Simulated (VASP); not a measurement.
**HfC: single point with PBEsol**

Crystal: HfC.

```
Hf C
1.0
     3.28805    0.00000    0.00000
     1.64402    2.84753    0.00000
     1.64402    0.94918    2.68468
Hf C
1 1
Cartesian
  3.2880 1.8984 1.3423
  0.0000 0.0000 0.0000
```

```
Program             : VASP 6.6.1
Task                : single point
Functional          : PBEsol
Potentials or basis : VASP PAW PBE potentials, release 64 (Hf_pv, C)
Cutoff              : 600 eV
k mesh              : 9 × 9 × 9
Occupations         : methfessel-paxton, width 0.05 eV
Spin                : no spin polarisation
```

| Quantity | Value |
| --- | --- |
| Pressure | -7.1 GPa |
| Band gap on the k mesh | zero (band 7 reaches 6.83 eV, above the bottom of band 8 at 5.46 eV) |

Levels at points of the mesh, in eV from the Fermi level:
```tsv
k point	band 5	band 6	band 7	band 8	band 9	band 10
(0.00, 0.00, 0.00)	1.12	1.12	1.12	1.44	1.44	1.44
```

It took 10 s on 1 thread of Intel(R) Xeon(R) Platinum 8488C (Sapphire Rapids) (shared host), peak memory 0.16 GiB.

Caveat: the PAW data sets were made with another functional, which shifts forces and pressure a little; spin-orbit coupling is left out, which moves the levels of the heavy elements.
